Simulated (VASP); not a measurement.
# Li2H in VASP: further runs, part 2 of 3

VASP 6.6.1. The steps go on from the part before.

## (4) Relaxation of cell and atoms, PBE

Input file INCAR:

```
ALGO = Normal
EDIFF = 1E-6
EDIFFG = -0.04
ENCUT = 600
GGA = PE
IBRION = 2
ISIF = 3
ISMEAR = 0
LASPH = T
LCHARG = F
LREAL = F
LWAVE = F
NELM = 60
NSW = 90
PREC = Accurate
SIGMA = 0.1
```

Input file KPOINTS:

```
k-points
0
Gamma
  9 9 4
```

Input file POSCAR:

```
Li2H
1.0
    2.8263697207      0.0000000000      0.0000000000
   -1.4131848604      2.4477079786      0.0000000000
    0.0000000000      0.0000000000      5.0313494255
Li H
2 1
Direct
    0.3333333333      0.6666666667      0.2636444238
    0.6666666667      0.3333333333      0.7363555762
    0.0000000000      0.0000000000      0.5000000000
```

Potentials or basis: VASP PAW PBE potentials, release 64 (Li_sv, H).

Run with:

```bash
cat potpaw_PBE.64/Li_sv/POTCAR potpaw_PBE.64/H/POTCAR > POTCAR
mpirun -np 1 vasp_std > vasp.out
```

OUTCAR:

```text
EDIFF = 1E-6
   EDIFFG = -0.04
   ENCUT = 600
   GGA = PE
   IBRION = 2
   ISIF = 3
   ISMEAR = 0
   LASPH = T
   LREAL = F
   NELM = 60
   NSW = 90
   PREC = Accurate

 ion  position               nearest neighbor table
   1  0.333  0.667  0.264-
   2  0.667  0.333  0.736-
   3  0.000  0.000  0.500-

  LATTYP: Found a hexagonal cell.
 ALAT       =     2.8263697207
 C/A-ratio  =     1.7801455304

  Lattice vectors:

 A1 = (   2.8263697207,   0.0000000000,   0.0000000000)
 A2 = (  -1.4131848604,   2.4477079786,   0.0000000000)
 A3 = (   0.0000000000,   0.0000000000,   5.0313494255)

Analysis of symmetry for initial positions (statically):
=====================================================================
 Subroutine PRICEL returns:
 Original cell was already a primitive cell.

 Routine SETGRP: Setting up the symmetry group for a
 hexagonal supercell.

 Subroutine GETGRP returns: Found 12 space group operations
 (whereof 12 operations were pure point group operations)
 out of a pool of 24 trial point group operations.

The static configuration has the point symmetry D_3d.

Analysis of symmetry for dynamics (positions and initial velocities):
=====================================================================
 Subroutine PRICEL returns:
 Original cell was already a primitive cell.

 Routine SETGRP: Setting up the symmetry group for a
 hexagonal supercell.

 Subroutine GETGRP returns: Found 12 space group operations
 (whereof 12 operations were pure point group operations)
 out of a pool of 24 trial point group operations.

The dynamic configuration has the point symmetry D_3d.

 Subroutine INISYM returns: Found 12 space group operations
 (whereof 12 operations are pure point group operations),
 and found     1 'primitive' translations

[... 122 lines left out ...]
   LHFCALC =     F    Hartree Fock is set to
   AEXX    =    0.0000 exact exchange contribution
   IVDW    =     0    specifies the selected vdW correction
   LEPSILON=     F    determine dielectric tensor
   LRPA    =     F    only Hartree local field effects (RPA)
 conjugate gradient relaxation of ions
 non-spin polarized calculation
 Gauss-broadening in eV      SIGMA  =   0.10
  energy-cutoff  :      600.00
  volume of cell :       34.81
 maximum number of plane-waves:      1178
 NGX is ok and might be reduce to    24
   NGX = 11   NGY = 11   NGZ = 21

--------------------------------------- Ionic step        1  -------------------------------------------

 number of electron       6.9999999 magnetization

 Free energy of the ion-electron system (eV)
  ---------------------------------------------------
  ext. energy  EPLUGINS =         0.00000000
  ---------------------------------------------------
  free energy    TOTEN  =        -7.89434245 eV

  energy without entropy =       -7.89172520  energy(sigma->0) =       -7.89303382

------------------------ aborting loop because EDIFF is reached ----------------------------------------

  FORCE on cell =-STRESS in cart. coord.  units (eV):
  Direction    XX          YY          ZZ          XY          YZ          ZX
  --------------------------------------------------------------------------------------
  -------------------------------------------------------------------------------------
  Total        0.0278348      0.0278348     -0.2054601     -0.0000000      0.0000000     -0.0000000
  in kB        1.2812243      1.2812243     -9.4572552     -0.0000000      0.0000000     -0.0000000
  external PRESSURE =      -2.2982688 kB  Pullay stress =       0.0000000 kB
[... 61 lines left out ...]
--------------------------------------- Ionic step        3  -------------------------------------------

 number of electron       6.9999996 magnetization

 Free energy of the ion-electron system (eV)
  ---------------------------------------------------
  ext. energy  EPLUGINS =         0.00000000
  ---------------------------------------------------
  free energy    TOTEN  =        -7.89565354 eV

  energy without entropy =       -7.89248397  energy(sigma->0) =       -7.89406875

 E-fermi :   1.9162     XC(G=0):  -7.8665

 val. band max:        1.8771929717   @ k =   0.4444  -0.0000   0.5000
 cond. band min:       2.0325616678   @ k =   0.3333   0.1111   0.2500
 fundamental gap:      0.1553686961
 Fermi energy:         1.9162197366

 k-point     1 :       0.0000    0.0000    0.0000
  band No.  band energies     occupation
      1     -44.9056      2.00000
      2     -44.8761      2.00000
      3      -5.3264      2.00000
      4      -0.0780      2.00000
      5       3.9576      0.00000
      6      13.8253      0.00000
      7      15.6433      0.00000
[... 221 lines left out ...]
 k-point    24 :      -0.1111    0.3333    0.2500
  band No.  band energies     occupation
      1     -44.8794      2.00000
      2     -44.8646      2.00000
      3      -3.8661      2.00000
      4       1.0561      2.00000
      5       5.6116      0.00000
      6       7.6475      0.00000
      7      10.4163      0.00000

 [... further k-points ...]
[... 5 lines left out ...]
  --------------------------------------------------------------------------------------
  -------------------------------------------------------------------------------------
  Total       -0.0041390     -0.0041390     -0.0099418      0.0000000      0.0000000     -0.0000000
  in kB       -0.1920729     -0.1920729     -0.4613584      0.0000000      0.0000000     -0.0000000
  external PRESSURE =      -0.2818347 kB  Pullay stress =       0.0000000 kB
[... 18 lines left out ...]
  FREE ENERGIE OF THE ION-ELECTRON SYSTEM (eV)
  ---------------------------------------------------
  free  energy   TOTEN  =        -7.8956535377 eV

  energy  without entropy=       -7.8924839689  energy(sigma->0) =       -7.89406875

 reached required accuracy - stopping structural energy minimisation
```

Run time: 12 s. Hardware: 1 thread of Intel Xeon Platinum 8488C (Sapphire Rapids), shared host; peak memory 0.15 GiB.

What came out:

* Free energy: -7.8957 eV
* Relaxed volume: 11.51 Å³/atom
* Relaxed cell: a = 2.831 Å, b = 2.831 Å, c = 4.976 Å, α = 90.00°, β = 90.00°, γ = 120.00°
* Space group after relaxing (to 0.05 Å): P-3m1 (No. 164)
* Energy gained by relaxing: 0.4 meV/atom
* Ionic steps: 3
* Pressure after relaxing: 0.0 GPa
* Largest force after relaxing: 0.005 eV/Å

Forces in eV/Å, atoms in the order of the input:
```
Li   0.000  0.000 -0.005
Li   0.000  0.000  0.005
H    0.000  0.000  0.000
```

The path:
```tsv
step	energy change (eV)	largest force (eV/Å)	pressure (GPa)	volume (Å³)
1	0.0000	0.0267	-0.23	34.81
2	-0.0007	0.0170	-0.17	34.72
3	-0.0013	0.0053	-0.03	34.53
```

Final structure:
```
Li H
1.0
     2.83061    0.00000    0.00000
    -1.41531    2.45138    0.00000
     0.00000    0.00000    4.97563
Li H
2 1
Direct
  0.33333 0.66667 0.26450
  0.66667 0.33333 0.73550
  0.00000 0.00000 0.50000
```

Caveat: the cutoff is under 1.25 times the usual one of these potentials, so pressure, stress and relaxed cells hold a basis-set (Pulay) error.

[end of part 2 of 3]
